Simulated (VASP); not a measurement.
# MgAg2SnSe4 (I-4) in VASP: notebook, part 2 of 2

VASP 6.6.1. The steps go on from the part before.

### Step 3. Single point, r2SCAN (25.77 Å³/atom)

This run uses another cell than the first one, of 25.77 Å³/atom.

Contents of POSCAR:

```
MgAg2SnSe4
1.0
   -2.9882110803      2.9882110803      5.7714141458
    2.9882110803     -2.9882110803      5.7714141458
    2.9882110803      2.9882110803     -5.7714141458
Ag Mg Sn Se
2 1 1 4
Direct
    0.0000000000      0.0000000000      0.0000000000
    0.7500000000      0.2500000000      0.5000000000
    0.2500000000      0.7500000000      0.5000000000
    0.5000000000      0.5000000000      0.0000000000
    0.1379516811      0.6216004539      1.0100537781
    0.3783995461      0.3884533241      0.5163512272
    0.6115466759      0.1278979031     -0.0100537781
    0.8721020969      0.8620483189      0.4836487728
```

Contents of INCAR.step1:

```
  PREC = Accurate
  ENCUT = 520
  ISMEAR = 0
  SIGMA = 0.01
  LREAL = F
  LASPH = T
  NELM = 100
  NBANDS = 41
  GGA = PE
  ALGO = Normal
  EDIFF = 1E-4
  LWAVE = T
  LCHARG = F
```

Contents of INCAR.step2:

```
  PREC = Accurate
  ENCUT = 520
  EDIFF = 1E-6
  ISMEAR = 0
  SIGMA = 0.01
  LREAL = F
  LASPH = T
  NELM = 100
  ALGO = Normal
  ISIF = 2
  LWAVE = F
  LCHARG = F
  METAGGA = R2SCAN
  LMIXTAU = T
  NBANDS = 41
  ISTART = 1
```

Contents of KPOINTS:

```
Automatic mesh
0
Gamma
  6 6 6
```

Potentials or basis: VASP PAW PBE potentials, release 64 (Ag, Mg, Sn_d, Se).

Run with:

```
> cat potpaw_PBE.64/Ag/POTCAR potpaw_PBE.64/Mg/POTCAR potpaw_PBE.64/Sn_d/POTCAR potpaw_PBE.64/Se/POTCAR > POTCAR
> cp INCAR.step1 INCAR
> mpirun -np 1 vasp_std > vasp.out
> cp INCAR.step2 INCAR
> mpirun -np 1 vasp_std > vasp.out
```

OUTCAR:

```text
PREC = Accurate
   ENCUT = 520
   EDIFF = 1E-6
   ISMEAR = 0
   LREAL = F
   LASPH = T
   NELM = 100
   ISIF = 2
   METAGGA = R2SCAN
   ISTART = 1

 ion  position               nearest neighbor table
   1  0.000  0.000  0.000-   7 2.62   6 2.62   8 2.62   5 2.62
   2  0.750  0.250  0.500-   6 2.59   8 2.59   5 2.59   7 2.59
   3  0.250  0.750  0.500-   5 2.52   7 2.52   6 2.52   8 2.52
   4  0.500  0.500  0.000-   7 2.50   6 2.50   8 2.50   5 2.50
   5  0.138  0.622  0.010-   4 2.50   3 2.52   2 2.59   1 2.62
   6  0.378  0.388  0.516-   4 2.50   3 2.52   2 2.59   1 2.62
   7  0.612  0.128  0.990-   4 2.50   3 2.52   2 2.59   1 2.62
   8  0.872  0.862  0.484-   4 2.50   3 2.52   2 2.59   1 2.62

  LATTYP: Found a body centered tetragonal cell.
 ALAT       =     5.9764221606
 C/A-ratio  =     1.9313943998

  Lattice vectors:

 A1 = (  -2.9882110803,   2.9882110803,   5.7714141458)
 A2 = (   2.9882110803,  -2.9882110803,   5.7714141458)
 A3 = (   2.9882110803,   2.9882110803,  -5.7714141458)

Analysis of symmetry for initial positions (statically):
=====================================================================
 Subroutine PRICEL returns:
 Original cell was already a primitive cell.

 Routine SETGRP: Setting up the symmetry group for a
 body centered tetragonal supercell.

 Subroutine GETGRP returns: Found  4 space group operations
 (whereof  4 operations were pure point group operations)
 out of a pool of 16 trial point group operations.

The static configuration has the point symmetry S_4 .

Analysis of symmetry for dynamics (positions and initial velocities):
=====================================================================
 Subroutine PRICEL returns:
 Original cell was already a primitive cell.

 Routine SETGRP: Setting up the symmetry group for a
 body centered tetragonal supercell.

[... 139 lines left out ...]
  Thomas-Fermi vector in A             =   2.233208
   LORBIT       =      0    0 simple, 1 ext, 2 COOP (PROOUT), +10 PAW based schemes
   METAGGA = R2SCAN    functional components
   LHFCALC =     F    Hartree Fock is set to
   AEXX    =    0.0000 exact exchange contribution
   IVDW    =     0    specifies the selected vdW correction
   LEPSILON=     F    determine dielectric tensor
   LRPA    =     F    only Hartree local field effects (RPA)
 non-spin polarized calculation
 Gauss-broadening in eV      SIGMA  =   0.01
  energy-cutoff  :      520.00
  volume of cell :      206.14
 maximum number of plane-waves:      5581
 NGX is ok and might be reduce to    54
   NGX = 27   NGY = 27   NGZ = 27

 number of electron      62.0000000 magnetization

 Free energy of the ion-electron system (eV)
  ---------------------------------------------------
  ext. energy  EPLUGINS =         0.00000000
  ---------------------------------------------------
  free energy    TOTEN  =      -133.45090675 eV

  energy without entropy =     -133.45090675  energy(sigma->0) =     -133.45090675

 E-fermi :   3.3079     XC(G=0):  -9.6026

 val. band max:        3.1853552510   @ k =   0.0000   0.0000   0.0000
 cond. band min:       4.0931195593   @ k =   0.0000   0.0000   0.0000
 fundamental gap:      0.9077643084
 Fermi energy:         3.3078835032

 k-point     1 :       0.0000    0.0000    0.0000
  band No.  band energies     occupation
      1     -19.3395      2.00000
      2     -19.3381      2.00000
      3     -19.3381      2.00000
      4     -19.2403      2.00000
      5     -19.2366      2.00000
      6     -10.9368      2.00000
[... 1045 lines left out ...]
     40       9.5530      0.00000
     41       9.7666      0.00000

 [... further k-points ...]

------------------------ aborting loop because EDIFF is reached ----------------------------------------

  FORCE on cell =-STRESS in cart. coord.  units (eV):
  Direction    XX          YY          ZZ          XY          YZ          ZX
  --------------------------------------------------------------------------------------
  -------------------------------------------------------------------------------------
  Total        4.7371172      4.7371172      4.5957590     -0.0000008      0.0000000      0.0000000
  in kB       36.8179779     36.8179779     35.7193094     -0.0000066      0.0000000      0.0000000
  external PRESSURE =      36.4517551 kB  Pullay stress =       0.0000000 kB

 VOLUME and BASIS-vectors are now :
 -----------------------------------------------------------------------------
  energy-cutoff  :      520.00
  volume of cell :      206.14
      direct lattice vectors                 reciprocal lattice vectors
    -2.988211080  2.988211080  5.771414146     0.000000000  0.167324190  0.086633880
     2.988211080 -2.988211080  5.771414146     0.167324190  0.000000000  0.086633880
     2.988211080  2.988211080 -5.771414146     0.167324190  0.167324190  0.000000000

 POSITION                                       TOTAL-FORCE (eV/Angst)
 -----------------------------------------------------------------------------------
      0.00000      0.00000      0.00000        -0.000000     -0.000000      0.000000
      0.00000      2.98821      2.88571        -0.000000     -0.000000      0.000000
      2.98821      0.00000      2.88571         0.000000     -0.000000      0.000000
      0.00000      0.00000      5.77141         0.000000     -0.000000      0.000000
      1.47529     -1.41520      4.32567         0.161283     -0.133946     -0.142155
      1.57301      1.51292      1.44575        -0.133946     -0.161283      0.142155
      1.51292      4.40341     -1.44575        -0.161283      0.133946     -0.142155
      1.41520      1.47529      7.21716         0.133946      0.161283      0.142155
 -----------------------------------------------------------------------------------
    total drift:                                0.000055      0.000055      0.000038

  FREE ENERGIE OF THE ION-ELECTRON SYSTEM (eV)
  ---------------------------------------------------
  free  energy   TOTEN  =      -133.4509067496 eV

  energy  without entropy=     -133.4509067496  energy(sigma->0) =     -133.45090675
```

Wall time 35 min (1 thread of Intel Xeon 8259CL, shared host); peak memory 0.66 GiB.

What came out:

```yaml
Free_energy: -133.4509 eV
Pressure: 3.6 GPa
Largest_force: 0.253 eV/Å
Band_gap_on_the_k_mesh: 0.91 eV
```

Forces on the atoms (eV/Å):
```
Ag   0.000  0.000  0.000
Ag   0.000  0.000  0.000
Mg   0.000  0.000  0.000
Sn   0.000  0.000  0.000
Se   0.161 -0.134 -0.142
Se  -0.134 -0.161  0.142
Se  -0.161  0.134 -0.142
Se   0.134  0.161  0.142
```

Caveat: the cell stands under pressure; the PAW data sets were made with another functional, which shifts forces and pressure a little; spin-orbit coupling is left out, which moves the levels of the heavy elements.
